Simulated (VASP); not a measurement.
# Se (Im-3m) in VASP: a series of runs

Se is run at these levels: PBE; tasks: single point.

Everything below comes from runs of VASP 6.6.1. Logs are shortened: lines on timing, memory, paths and dates and some standing lists are left out, and cuts for length are marked.

### Step 1. The cell of the first run

It takes space group Im-3m (No. 229, cubic). Conventional cell: a = 3.441 Å, b = 3.441 Å, c = 3.441 Å, α = 90.00°, β = 90.00°, γ = 90.00°. Within 3.9 Å of Se (site symmetry m-3m) lie 14 Se at 2.98 to 3.44 Å.

### Step 2. Single point, PBE

INCAR

```
SYSTEM = Se
PREC = Accurate ; ENCUT = 520
EDIFF = 1E-7 ; ISMEAR = -1
SIGMA = 0.08 ; LREAL = .FALSE.
LASPH = .TRUE. ; NELM = 100
ALGO = Normal ; ISIF = 2
LWAVE = .FALSE. ; LCHARG = .FALSE.
GGA = PE ; NBANDS = 9
```

KPOINTS

```
regular mesh
0
G
  17 17 17
  0 0 0
```

POSCAR

```
Se
1.0
   -1.7206326491      1.7206326491      1.7206326491
    1.7206326491     -1.7206326491      1.7206326491
    1.7206326491      1.7206326491     -1.7206326491
Se
1
Direct
    0.0000000000      0.0000000000      0.0000000000
```

Potentials or basis: VASP PAW PBE potentials, release 64 (Se).

On the command line:

```console
cat potpaw_PBE.64/Se/POTCAR > POTCAR
mpirun -np 1 vasp_std > vasp.out
```

OUTCAR:

```text
SYSTEM = Se
   PREC = Accurate
   ENCUT = 520
   EDIFF = 1E-7
   ISMEAR = -1
   LREAL = .FALSE.
   LASPH = .TRUE.
   NELM = 100
   ISIF = 2
   GGA = PE

 ion  position               nearest neighbor table
   1  0.000  0.000  0.000-

  LATTYP: Found a body centered cubic cell.
 ALAT       =     3.4412652982

  Lattice vectors:

 A1 = (  -1.7206326491,   1.7206326491,   1.7206326491)
 A2 = (   1.7206326491,  -1.7206326491,   1.7206326491)
 A3 = (   1.7206326491,   1.7206326491,  -1.7206326491)

Analysis of symmetry for initial positions (statically):
=====================================================================
 Subroutine PRICEL returns:
 Original cell was already a primitive cell.

 Routine SETGRP: Setting up the symmetry group for a
 body centered cubic supercell.

 Subroutine GETGRP returns: Found 48 space group operations
 (whereof 48 operations were pure point group operations)
 out of a pool of 48 trial point group operations.

The static configuration has the point symmetry O_h .

Analysis of symmetry for dynamics (positions and initial velocities):
=====================================================================
 Subroutine PRICEL returns:
 Original cell was already a primitive cell.

 Routine SETGRP: Setting up the symmetry group for a
 body centered cubic supercell.

 Subroutine GETGRP returns: Found 48 space group operations
 (whereof 48 operations were pure point group operations)
 out of a pool of 48 trial point group operations.

The dynamic configuration has the point symmetry O_h .

 Subroutine INISYM returns: Found 48 space group operations
 (whereof 48 operations are pure point group operations),
 and found     1 'primitive' translations

----------------------------------------------------------------------------------------

                                     Primitive cell

  volume of cell :      20.3763

  direct lattice vectors                    reciprocal lattice vectors
    -1.720632649  1.720632649  1.720632649     0.000000000  0.290590790  0.290590790
     1.720632649 -1.720632649  1.720632649     0.290590790  0.000000000  0.290590790
     1.720632649  1.720632649 -1.720632649     0.290590790  0.290590790  0.000000000

  length of vectors
     2.980223169  2.980223169  2.980223169     0.410957436  0.410957436  0.410957436

  position of ions in fractional coordinates (direct lattice)
     0.000000000  0.000000000  0.000000000

[... 71 lines left out ...]
   LSORBIT =      F    spin-orbit coupling
   LASPH  =      T    aspherical Exc in radial PAW
   ENCUT  =  520.0 eV  38.22 Ry    6.18 a.u.   5.54  5.54  5.54*2*pi/ulx,y,z
   NELM   =    100;   NELMIN=  2; NELMDL= -5     # of ELM steps
   EDIFF  = 0.1E-06   stopping-criterion for ELM
   LREAL  =      F    real-space projection
   EDIFFG = 0.1E-05   stopping-criterion for IOM
   NSW    =      0    number of steps for IOM
   IBRION =     -1    ionic relax: 0-MD 1-quasi-New 2-CG
   NFREE  =      0    steps in history (QN), initial steepest desc. (CG)
   ISIF   =      2    stress and relaxation
   ISYM   =      2    0-nonsym 1-usesym 2-fastsym
   POTIM  = 0.5000    time-step for ionic-motion
   TEBEG  =    0.0;   TEEND  =   0.0 temperature during run
   PSTRESS=    0.0 pullay stress
   NELECT =       6.0000    total number of electrons
   NUPDOWN=      -1.0000    fix difference up-down
   EMIN   =  10.00;   EMAX   =-10.00  energy-range for DOS
   EFERMI =   0.00;   METHOD = LEGACY
   ISMEAR =    -1;   SIGMA  =   0.08  broadening in eV -4-tet -1-fermi 0-gaus
   EFERMI_NEDOS =   21; number of points for ismear=-14 and -15
   IALGO  =     38    algorithm
   IMIX   =      4    mixing-type and parameters
     AMIX     =   0.40;   BMIX     =  1.00
     AMIX_MAG =   1.60;   BMIX_MAG =  1.00
  volume/ion in A,a.u.               =      20.38       137.51
  Fermi-wavevector in a.u.,A,eV,Ry     =   1.089140  2.058176 16.139587  1.186226
  Thomas-Fermi vector in A             =   2.225337
   LORBIT       =      0    0 simple, 1 ext, 2 COOP (PROOUT), +10 PAW based schemes
   GGA     = PE    functional components
   LHFCALC =     F    Hartree Fock is set to
   AEXX    =    0.0000 exact exchange contribution
   IVDW    =     0    specifies the selected vdW correction
   LEPSILON=     F    determine dielectric tensor
   LRPA    =     F    only Hartree local field effects (RPA)
 non-spin polarized calculation
  energy-cutoff  :      520.00
  volume of cell :       20.38
 maximum number of plane-waves:       564
   NGX = 11   NGY = 11   NGZ = 11

 number of electron       5.9999999 magnetization

 Free energy of the ion-electron system (eV)
  ---------------------------------------------------
  ext. energy  EPLUGINS =         0.00000000
  ---------------------------------------------------
  free energy    TOTEN  =        -2.92229141 eV

  energy without entropy =       -2.90450935  energy(sigma->0) =       -2.91340038

 E-fermi :   5.5277     XC(G=0): -10.5832

 val. band max:        5.5271723312   @ k =   0.2353   0.1176   0.0000
 cond. band min:       5.5358066710   @ k =   0.3529   0.0588   0.0000
 fundamental gap:      0.0086343398
 Fermi energy:         5.5276634947

 k-point     1 :       0.0000    0.0000    0.0000
  band No.  band energies     occupation
      1     -10.6192      2.00000
      2       8.4264      0.00000
      3       8.4264      0.00000
      4       8.4264      0.00000
      5      16.5792      0.00000
      6      17.8674      0.00000
      7      17.8674      0.00000
      8      17.8674      0.00000
      9      20.8840      0.00000
[... 265 lines left out ...]
 k-point    24 :       0.1765    0.1765    0.0000
  band No.  band energies     occupation
      1      -8.7894      2.00000
      2       2.4717      2.00000
      3       5.2593      1.93248
      4       7.2721      0.00000
      5      14.7313      0.00000
      6      15.8961      0.00000
      7      19.7128      0.00000
      8      19.7422      0.00000
      9      23.5078      0.00000

 [... further k-points ...]
[... 5 lines left out ...]
  --------------------------------------------------------------------------------------
  -------------------------------------------------------------------------------------
  Total       -0.0034553     -0.0034553     -0.0034553      0.0000000     -0.0000000      0.0000000
  in kB       -0.2716858     -0.2716858     -0.2716858      0.0000000     -0.0000000      0.0000000
  external PRESSURE =      -0.2716858 kB  Pullay stress =       0.0000000 kB

 VOLUME and BASIS-vectors are now :
 -----------------------------------------------------------------------------
  energy-cutoff  :      520.00
  volume of cell :       20.38
      direct lattice vectors                 reciprocal lattice vectors
    -1.720632649  1.720632649  1.720632649     0.000000000  0.290590790  0.290590790
     1.720632649 -1.720632649  1.720632649     0.290590790  0.000000000  0.290590790
     1.720632649  1.720632649 -1.720632649     0.290590790  0.290590790  0.000000000

 POSITION                                       TOTAL-FORCE (eV/Angst)
 -----------------------------------------------------------------------------------
      0.00000      0.00000      0.00000         0.000000      0.000000      0.000000
 -----------------------------------------------------------------------------------
    total drift:                                0.000000      0.000000     -0.000000

  FREE ENERGIE OF THE ION-ELECTRON SYSTEM (eV)
  ---------------------------------------------------
  free  energy   TOTEN  =        -2.9222914069 eV

  energy  without entropy=       -2.9045093527  energy(sigma->0) =       -2.91340038
```

OSZICAR:

```text
N       E                     dE             d eps       ncg     rms          rms(c)
DAV:   1     0.928464575537E+01    0.92846E+01   -0.28489E+03  2986   0.567E+02
DAV:   2    -0.264075750498E+01   -0.11925E+02   -0.11502E+02  4098   0.755E+01
DAV:   3    -0.292110605047E+01   -0.28035E+00   -0.27892E+00  3512   0.104E+01
DAV:   4    -0.292159753785E+01   -0.49149E-03   -0.49147E-03  4056   0.487E-01
DAV:   5    -0.292159786807E+01   -0.33022E-06   -0.32962E-06  3535   0.115E-02    0.303E+00
DAV:   6    -0.292150848921E+01    0.89379E-04   -0.26387E-03  3388   0.282E-01    0.179E+00
DAV:   7    -0.292227178503E+01   -0.76330E-03   -0.45843E-03  3292   0.379E-01    0.695E-02
DAV:   8    -0.292229102234E+01   -0.19237E-04   -0.13604E-04  3276   0.702E-02    0.914E-03
DAV:   9    -0.292229143297E+01   -0.41063E-06   -0.13669E-06  3941   0.904E-03    0.543E-03
DAV:  10    -0.292229140687E+01    0.26101E-07   -0.61931E-07  3467   0.491E-03
   1 F= -.29222914E+01 E0= -.29134004E+01  d E =-.177821E-01
```

stdout:

```text
POSCAR found type information on POSCAR Se
 POSCAR found :  1 types and       1 ions
 scaLAPACK will be used
 LDA part: xc-table for (Slater+PW92), standard interpolation
 POSCAR, INCAR and KPOINTS ok, starting setup
 FFT: planning ... GRIDC
 FFT: planning ... GRID_SOFT
 FFT: planning ... GRID
 WAVECAR not read
 entering main loop
```

Wall time 14 s (1 thread of Intel Xeon Platinum 8259CL at 2.50GHz (Skylake/Cascade Lake), shared host); peak memory 0.15 GiB.

Results:

```yaml
Free_energy: -2.9223 eV
Pressure: 0.0 GPa
Band_gap_on_the_k_mesh: zero (band 3 reaches 8.43 eV, above the bottom of band 4 at 2.12 eV)
```

Levels at points of the mesh, in eV from the Fermi level:
```
           k point  band 1  band 2  band 3  band 4  band 5  band 6
(0.00, 0.00, 0.00)  -16.15    2.90    2.90    2.90   11.05   12.34
```

### Step 3. Single point, PBE

INCAR

```
PREC = Accurate ; ENCUT = 520
EDIFF = 1E-7 ; ISMEAR = -1
SIGMA = 0.08 ; LREAL = False
LASPH = True ; NELM = 80
ALGO = Normal ; ISIF = 2
LWAVE = False ; LCHARG = False
GGA = PE ; NBANDS = 9
```

KPOINTS

```
Automatic mesh
0
Gamma
  17 17 17
```

POSCAR is that of step 2.

Potentials or basis: VASP PAW PBE potentials, release 64 (Se).

On the command line:

```console
cat potpaw_PBE.64/Se/POTCAR > POTCAR
mpirun -np 1 vasp_std > vasp.out
```

It took 16 s on 1 thread of Intel Xeon Platinum 8259CL at 2.50GHz (Skylake/Cascade Lake), shared host; peak memory 0.15 GiB.

The run converged. Its results:

| Property | Result |
| --- | --- |
| Free energy | -2.9223 eV |
| Pressure | 0.0 GPa |
| Band gap on the k mesh | zero (band 3 reaches 8.43 eV, above the bottom of band 4 at 2.12 eV) |

Levels at points of the mesh, in eV from the Fermi level:
```csv
k point,band 1,band 2,band 3,band 4,band 5,band 6
"(0.00, 0.00, 0.00)",-16.15,2.90,2.90,2.90,11.05,12.34
```
